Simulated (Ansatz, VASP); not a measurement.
**Two plane-wave programs on MgO**

```
Mg O
1.0
    -0.03448    2.06769    2.06769
     2.06769   -0.03448    2.06769
     2.06769    2.06769   -0.03448
Mg O
1 1
Direct
  0.00000 0.00000 0.00000
  0.50000 0.50000 0.50000
```

Change from the starting cell: shear_111 strain -2.5%.

Alike in both runs: task single point; functional PBE; k mesh 10 × 10 × 10; occupations fermi-dirac, width 0.02 eV; no spin polarisation.

|  | VASP | Ansatz |
| --- | --- | --- |
| version | VASP 6.6.1 | Ansatz 0.2.0 |
| potentials or method | VASP PAW PBE potentials, release 64 (Mg_sv, O) | plane waves, PAW |
| plane-wave cutoff (eV) | 840 | 420 |
| valence electrons in the cell | 16 | 16 |

|  | VASP | Ansatz | Ansatz less VASP |
| --- | --- | --- | --- |
| gap on the k mesh at the Fermi level (eV) | 4.91 | 4.91 | +0.004 |
| pressure (GPa) | 10.3 | 10.1 | -0.15 |
| traceless stress, the component that is largest in VASP (GPa) | 2.40 | 2.41 | +0.009 |
